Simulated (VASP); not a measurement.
Set up this calculation in VASP 6.6.1, as the native input.

| Property | Result |
| --- | --- |
| Task | single point |
| Functional | PBE |
| Potentials or basis | VASP PAW PBE potentials, release 64 (Br) |
| Cutoff | 520 eV |
| k mesh | 14 × 14 × 14 |
| Occupations | fermi-dirac, width 0.05 eV |
| Spin | no spin polarisation |
| Dipole correction | no |
| Further INCAR settings | ALGO = Normal; EDIFF = 1e-06; NBANDS = 10 |

The structure of Br lies in POSCAR:

```
Br
1.0
    0.0000000000      2.1556998532      2.1556998532
    2.1556998532      0.0000000000      2.1556998532
    2.1556998532      2.1556998532      0.0000000000
Br
1
Direct
    0.0000000000      0.0000000000      0.0000000000
```

This cell differs from its parent crystal: volume scaled by 0.76.

The input as run:

INCAR

```
ALGO = Normal
EDIFF = 1E-6
ENCUT = 520
GGA = PE
ISIF = 2
ISMEAR = -1
LASPH = True
LCHARG = False
LREAL = False
LWAVE = False
NBANDS = 10
NELM = 80
PREC = Accurate
SIGMA = 0.05
```

KPOINTS

```
k-points
0
Gamma
  14 14 14
```

Potentials or basis: VASP PAW PBE potentials, release 64 (Br).

Run with:

```sh
$ cat potpaw_PBE.64/Br/POTCAR > POTCAR
$ mpirun -np 1 vasp_std > vasp.out
```

It gave:

```
Pressure : 15.9 GPa
```

Caveat: an odd number of electrons without spin polarisation forces a metal; a magnetic or distorted state may lie lower.

Run time: 6.2 s on 1 thread of Intel(R) Xeon(R) 6975P-C (Granite Rapids), on a shared host, peak memory 0.14 GiB.
